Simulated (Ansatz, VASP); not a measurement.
## Ge: VASP beside Ansatz

```xyz
2
Lattice="3.0882 0.0000 0.0000 -1.5441 2.6745 0.0000 0.0000 0.0000 4.7992" Properties=species:S:1:pos:R:3 pbc="T T T"
Ge    0.0000    1.7830    1.1998
Ge    1.5441    0.8915    3.5994
```

Alike in both runs: task single point; functional PBEsol; k mesh 14 × 14 × 8; occupations fermi-dirac, width 0.1 eV; no spin polarisation.

```csv
,VASP,Ansatz
version,VASP 6.6.1,Ansatz 0.2.0
potentials or method,"VASP PAW PBE potentials, release 64 (Ge_d), cutoff 520 eV","plane waves (420 eV) with PAW, scalar-relativistic"
valence electrons in the cell,28,28
```

|  | VASP | Ansatz | Ansatz less VASP |
| --- | --- | --- | --- |
| pressure (GPa) | -4.6 | -4.6 | -0.01 |
| traceless stress, the component that is largest in VASP (GPa) | 1.68 | 1.68 | +0.004 |

VASP's potentials were made for PBE, not for PBEsol, and Ansatz warns of the same on its side.
